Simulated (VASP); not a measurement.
Rb, 2 atoms in the cell. It takes space group Fd-3m (No. 227, cubic). Conventional cell: a = 9.822 Å, b = 9.822 Å, c = 9.822 Å, α = 90.00°, β = 90.00°, γ = 90.00°. Within 5.6 Å of Rb (site symmetry -43m) lie 4 Rb at 4.25 Å. 

- Program: VASP 6.6.1
- Task: single point
- Functional: LDA
- Potentials or basis: VASP PAW LDA potentials, release 64 (Rb_sv)
- Cutoff: 520 eV
- k mesh: 7 × 7 × 7
- Occupations: fermi-dirac, width 0.08 eV
- Spin: no spin polarisation
- Dipole correction: no
- Further INCAR settings: ALGO = Normal; EDIFF = 1e-07; NBANDS = 16

Potentials or basis: VASP PAW LDA potentials, release 64 (Rb_sv).

Command:

```sh
$ cat potpaw_LDA.64/Rb_sv/POTCAR > POTCAR
$ mpirun -np 1 vasp_std > vasp.out
```

Hardware: 1 thread of AMD EPYC 9R45 96-Core Processor (Zen 5) (shared host).

Q: How long does it take, and how much memory?

A: It took 48 s on 1 thread of AMD EPYC 9R45 96-Core Processor (Zen 5) (shared host), peak memory 0.27 GiB. Counts: scf iterations 11, k points 20.
